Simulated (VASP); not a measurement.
# Ge (I4_1/amd) in VASP: notebook

Ge is run at these levels: PBEsol+D3(BJ), PBEsol, BLYP+D3(BJ); tasks: single point, relaxation of cell and atoms.

Program: VASP 6.6.1. These are calculated values, not measurements. Logs are shortened: lines on timing, memory, paths and dates and some standing lists are left out, and cuts for length are marked.

## 1. The cell of the first run

It takes space group I4_1/amd (No. 141, tetragonal). Conventional cell: a = 5.059 Å, b = 5.059 Å, c = 2.761 Å, α = 90.00°, β = 90.00°, γ = 90.00°. Within 3.5 Å of Ge (site symmetry -4m2) lie 10 Ge at 2.62 to 3.27 Å.

## 2. Single point, PBEsol+D3(BJ)

Input file INCAR:

```
ALGO = Normal
EDIFF = 1E-7
ENCUT = 520
GGA = PS
ISIF = 2
ISMEAR = 0
IVDW = 12
LASPH = T
LCHARG = F
LREAL = F
LWAVE = F
NBANDS = 21
NELM = 100
PREC = Accurate
SIGMA = 0.1
```

Input file KPOINTS:

```
Automatic mesh
0
Gamma
  12 12 12
  0.5 0.5 0.5
```

Input file POSCAR:

```
Ge
1.0
   -2.5296909723      2.5296909723      1.3805019134
    2.5296909723     -2.5296909723      1.3805019134
    2.5296909723      2.5296909723     -1.3805019134
Ge
2
Direct
    0.2500000000      0.7500000000      0.5000000000
    0.5000000000      0.5000000000      0.0000000000
```

Potentials or basis: VASP PAW PBE potentials, release 64 (Ge_d).

On the command line:

```console
$ cat potpaw_PBE.64/Ge_d/POTCAR > POTCAR
$ mpirun -np 1 vasp_std > vasp.out
```

OUTCAR:

```text
EDIFF = 1E-7
   ENCUT = 520
   GGA = PS
   ISIF = 2
   ISMEAR = 0
   IVDW = 12
   LASPH = T
   LREAL = F
   NELM = 100
   PREC = Accurate
 IVDW          = 12

 ion  position               nearest neighbor table
   1  0.250  0.750  0.500-   2 2.62   2 2.62   2 2.62   2 2.62
   2  0.500  0.500  0.000-   1 2.62   1 2.62   1 2.62   1 2.62

  LATTYP: Found a body centered tetragonal cell.
 ALAT       =     5.0593819446
 C/A-ratio  =     0.5457195873

  Lattice vectors:

 A1 = (  -2.5296909723,   2.5296909723,   1.3805019134)
 A2 = (   2.5296909723,  -2.5296909723,   1.3805019134)
 A3 = (   2.5296909723,   2.5296909723,  -1.3805019134)

Analysis of symmetry for initial positions (statically):
=====================================================================
 Subroutine PRICEL returns:
 Original cell was already a primitive cell.

 Routine SETGRP: Setting up the symmetry group for a
 body centered tetragonal supercell.

 Subroutine GETGRP returns: Found 16 space group operations
 (whereof  8 operations were pure point group operations)
 out of a pool of 16 trial point group operations.

The static configuration has the point symmetry D_2d.
 The point group associated with its full space group is D_4h.

Analysis of symmetry for dynamics (positions and initial velocities):
=====================================================================
 Subroutine PRICEL returns:
 Original cell was already a primitive cell.

 Routine SETGRP: Setting up the symmetry group for a
 body centered tetragonal supercell.

 Subroutine GETGRP returns: Found 16 space group operations
 (whereof  8 operations were pure point group operations)
 out of a pool of 16 trial point group operations.

The dynamic configuration has the point symmetry D_2d.
 The point group associated with its full space group is D_4h.

 Subroutine INISYM returns: Found 16 space group operations
 (whereof  8 operations are pure point group operations),
 and found     1 'primitive' translations

----------------------------------------------------------------------------------------

                                     Primitive cell

  volume of cell :      35.3372

  direct lattice vectors                    reciprocal lattice vectors
    -2.529690972  2.529690972  1.380501913     0.000000000  0.197652601  0.362187111
     2.529690972 -2.529690972  1.380501913     0.197652601  0.000000000  0.362187111
     2.529690972  2.529690972 -1.380501913     0.197652601  0.197652601  0.000000000

  length of vectors
     3.834639274  3.834639274  3.834639274     0.412608839  0.412608839  0.279522989

  position of ions in fractional coordinates (direct lattice)
     0.250000000  0.750000000  0.500000000
     0.500000000  0.500000000  0.000000000

  ion indices of the primitive-cell ions
   primitive index   ion index
                 1           1
                 2           2

----------------------------------------------------------------------------------------

 KPOINTS: Automatic mesh

Automatic generation of k-mesh.
 Grid dimensions read from file:
 generate k-points for:   12   12   12

 Generating k-lattice:

  Cartesian coordinates                     Fractional coordinates (reciprocal lattice)
     0.000000000  0.016471050  0.030182259     0.083333333  0.000000000 -0.000000000
     0.016471050  0.000000000  0.030182259     0.000000000  0.083333333 -0.000000000
     0.016471050  0.016471050  0.000000000     0.000000000  0.000000000  0.083333333

  Length of vectors
     0.034384070  0.034384070  0.023293582

  Shift w.r.t. Gamma in fractional coordinates (k-lattice)
     0.500000000  0.500000000  0.500000000

 Subroutine IBZKPT returns following result:
 ===========================================

 Found    159 irreducible k-points:

 Following reciprocal coordinates:
            Coordinates               Weight
  0.041667  0.041667  0.041667      8.000000
  0.125000  0.041667  0.041667     16.000000
  0.208333  0.041667  0.041667     16.000000
  0.291667  0.041667  0.041667     16.000000
  0.375000  0.041667  0.041667     16.000000
  0.458333  0.041667  0.041667      8.000000
[... 16 lines left out ...]
 -0.458333  0.208333  0.041667     16.000000
 -0.375000  0.208333  0.041667     16.000000
 [... further k-points ...]
   k-points           NKPTS =    159   k-points in BZ     NKDIM =    159   number of bands    NBANDS=     21
   number of dos      NEDOS =    301   number of ions     NIONS =      2
   total plane-waves  NPLWV =  27000
   dimension x,y,z NGX =    30 NGY =   30 NGZ =   30
   dimension x,y,z NGXF=    60 NGYF=   60 NGZF=   60
   ions per type =               2
   NGX,Y,Z   is equivalent  to a cutoff of  13.01, 13.01, 13.01 a.u.
   NGXF,Y,Z  is equivalent  to a cutoff of  26.01, 26.01, 26.01 a.u.
 SYSTEM =  unknown system
   PREC   = accura    normal or accurate (medium, high low for compatibility)
   ISTART =      0    job   : 0-new  1-cont  2-samecut
   ICHARG =      2    charge: 1-file 2-atom 10-const
   ISPIN  =      1    spin polarized calculation?
   LNONCOLLINEAR =      F non collinear calculations
   LSORBIT =      F    spin-orbit coupling
   LASPH  =      T    aspherical Exc in radial PAW
   ENCUT  =  520.0 eV  38.22 Ry    6.18 a.u.   7.13  7.13  7.13*2*pi/ulx,y,z
   NELM   =    100;   NELMIN=  2; NELMDL= -5     # of ELM steps
   EDIFF  = 0.1E-06   stopping-criterion for ELM
   LREAL  =      F    real-space projection
   EDIFFG = 0.1E-05   stopping-criterion for IOM
   NSW    =      0    number of steps for IOM
   IBRION =     -1    ionic relax: 0-MD 1-quasi-New 2-CG
   NFREE  =      0    steps in history (QN), initial steepest desc. (CG)
   ISIF   =      2    stress and relaxation
   ISYM   =      2    0-nonsym 1-usesym 2-fastsym
   POTIM  = 0.5000    time-step for ionic-motion
   TEBEG  =    0.0;   TEEND  =   0.0 temperature during run
   PSTRESS=    0.0 pullay stress
   NELECT =      28.0000    total number of electrons
   NUPDOWN=      -1.0000    fix difference up-down
   EMIN   =  10.00;   EMAX   =-10.00  energy-range for DOS
   EFERMI =   0.00;   METHOD = LEGACY
   ISMEAR =     0;   SIGMA  =   0.10  broadening in eV -4-tet -1-fermi 0-gaus
   EFERMI_NEDOS =   21; number of points for ismear=-14 and -15
   IALGO  =     38    algorithm
   IMIX   =      4    mixing-type and parameters
     AMIX     =   0.40;   BMIX     =  1.00
     AMIX_MAG =   1.60;   BMIX_MAG =  1.00
  volume/ion in A,a.u.               =      17.67       119.23
  Fermi-wavevector in a.u.,A,eV,Ry     =   1.514898  2.862743 31.224246  2.294917
  Thomas-Fermi vector in A             =   2.624494
   LORBIT       =      0    0 simple, 1 ext, 2 COOP (PROOUT), +10 PAW based schemes
   GGA     = PS    functional components
   LHFCALC =     F    Hartree Fock is set to
   AEXX    =    0.0000 exact exchange contribution
   IVDW    =    12    specifies the selected vdW correction
   LEPSILON=     F    determine dielectric tensor
   LRPA    =     F    only Hartree local field effects (RPA)
 non-spin polarized calculation
 Gauss-broadening in eV      SIGMA  =   0.10
  energy-cutoff  :      520.00
  volume of cell :       35.34
 maximum number of plane-waves:       969
 NGX is ok and might be reduce to    30
   NGX = 15   NGY = 15   NGZ = 15

 number of electron      27.9999986 magnetization

 Free energy of the ion-electron system (eV)
  ---------------------------------------------------
  ext. energy  EPLUGINS =         0.00000000
  ---------------------------------------------------
  free energy    TOTEN  =        -9.52523506 eV

  energy without entropy =       -9.52107107  energy(sigma->0) =       -9.52315306

 E-fermi :   7.2584     XC(G=0): -11.7112

 val. band max:        7.2500706661   @ k =  -0.2083  -0.2083   0.1250
 cond. band min:       7.2691427438   @ k =   0.3750   0.1250   0.0417
 fundamental gap:      0.0190720777
 Fermi energy:         7.2583622113

 k-point     1 :       0.0417    0.0417    0.0417
  band No.  band energies     occupation
      1     -17.5246      2.00000
      2     -17.4646      2.00000
      3     -17.4391      2.00000
      4     -17.4278      2.00000
      5     -17.3286      2.00000
      6     -17.3254      2.00000
[... 13 lines left out ...]
     20      18.9314      0.00000
     21      19.5306      0.00000

 k-point     2 :       0.1250    0.0417    0.0417
  band No.  band energies     occupation
      1     -17.5154      2.00000
      2     -17.4390      2.00000
      3     -17.4277      2.00000
      4     -17.3992      2.00000
      5     -17.3443      2.00000
      6     -17.3339      2.00000
[... 13 lines left out ...]
     20      17.3414      0.00000
     21      17.8896      0.00000

 k-point     3 :       0.2083    0.0417    0.0417
  band No.  band energies     occupation
      1     -17.5026      2.00000
      2     -17.4152      2.00000
      3     -17.4128      2.00000
      4     -17.3817      2.00000
      5     -17.3611      2.00000
      6     -17.3359      2.00000
[... 13 lines left out ...]
     20      16.1575      0.00000
     21      17.6559      0.00000

 k-point     4 :       0.2917    0.0417    0.0417
  band No.  band energies     occupation
      1     -17.4910      2.00000
      2     -17.4129      2.00000
      3     -17.3996      2.00000
      4     -17.3932      2.00000
      5     -17.3665      2.00000
      6     -17.3474      2.00000
[... 13 lines left out ...]
     20      15.8299      0.00000
     21      18.4975      0.00000

 k-point     5 :       0.3750    0.0417    0.0417
  band No.  band energies     occupation
      1     -17.4827      2.00000
      2     -17.4223      2.00000
      3     -17.4150      2.00000
      4     -17.3894      2.00000
      5     -17.3578      2.00000
      6     -17.3568      2.00000
[... 13 lines left out ...]
     20      17.9196      0.00000
     21      19.7385      0.00000
[... 382 lines left out ...]
     20      17.2987      0.00000
     21      18.1667      0.00000

 k-point    22 :       0.4583    0.2083    0.0417
  band No.  band energies     occupation
      1     -17.4725      2.00000
      2     -17.4257      2.00000
      3     -17.4158      2.00000
      4     -17.3800      2.00000
      5     -17.3654      2.00000
      6     -17.3244      2.00000
[... 13 lines left out ...]
     20      17.6536      0.00000
     21      19.4600      0.00000

 k-point    23 :      -0.4583    0.2083    0.0417
  band No.  band energies     occupation
      1     -17.4743      2.00000
      2     -17.4269      2.00000
      3     -17.4114      2.00000
      4     -17.3817      2.00000
      5     -17.3715      2.00000
      6     -17.3262      2.00000
[... 13 lines left out ...]
     20      17.8577      0.00000
     21      18.6484      0.00000

 k-point    24 :      -0.3750    0.2083    0.0417
  band No.  band energies     occupation
      1     -17.4825      2.00000
      2     -17.4481      2.00000
      3     -17.4254      2.00000
      4     -17.3944      2.00000
      5     -17.3589      2.00000
      6     -17.3193      2.00000
[... 13 lines left out ...]
     20      18.7818      0.00000
     21      19.4842      0.00000

 [... further k-points ...]

------------------------ aborting loop because EDIFF is reached ----------------------------------------

 Edisp (eV)   -0.69861

 E8    (eV) :    -0.4662

  FORCE on cell =-STRESS in cart. coord.  units (eV):
  Direction    XX          YY          ZZ          XY          YZ          ZX
  --------------------------------------------------------------------------------------
  -------------------------------------------------------------------------------------
  Total      -0.00046    -0.00046     0.01814     0.00000     0.00000     0.00000
  in kB      -0.02099    -0.02099     0.82241     0.00000     0.00000     0.00000
  external pressure =        0.26 kB  Pullay stress =        0.00 kB

 VOLUME and BASIS-vectors are now :
 -----------------------------------------------------------------------------
  energy-cutoff  :      520.00
  volume of cell :       35.34
      direct lattice vectors                 reciprocal lattice vectors
    -2.529690972  2.529690972  1.380501913     0.000000000  0.197652601  0.362187111
     2.529690972 -2.529690972  1.380501913     0.197652601  0.000000000  0.362187111
     2.529690972  2.529690972 -1.380501913     0.197652601  0.197652601  0.000000000

 POSITION                                       TOTAL-FORCE (eV/Angst)
 -----------------------------------------------------------------------------------
      2.52969      0.00000      0.69025         0.000000     -0.000000      0.000000
      0.00000      0.00000      1.38050        -0.000000      0.000000     -0.000000
 -----------------------------------------------------------------------------------
    total drift:                                0.000000     -0.000000      0.000000

  FREE ENERGIE OF THE ION-ELECTRON SYSTEM (eV)
  ---------------------------------------------------
  free  energy   TOTEN  =       -10.2238469681 eV

  energy  without entropy=      -10.2196829820  energy(sigma->0) =      -10.22176498
```

It took 2.1 min on 1 thread of Intel Xeon Platinum 8375C at 2.90GHz (Ice Lake), shared host; peak memory 0.24 GiB.

What came out:

```
Free energy                : -10.2238 eV
Pressure                   : 0.0 GPa
Band gap on the k mesh     : zero (bands 14 and 15 overlap by 5.14 eV)
Dispersion energy per atom : -0.349 eV
```

Stress tensor (GPa, compression positive):
```
0.00 0.00 0.00
0.00 0.00 0.00
0.00 0.00 0.08
```

Caveat: the PAW data sets were made with another functional, which shifts forces and pressure a little.

(Part 1 of 2 ends here.)
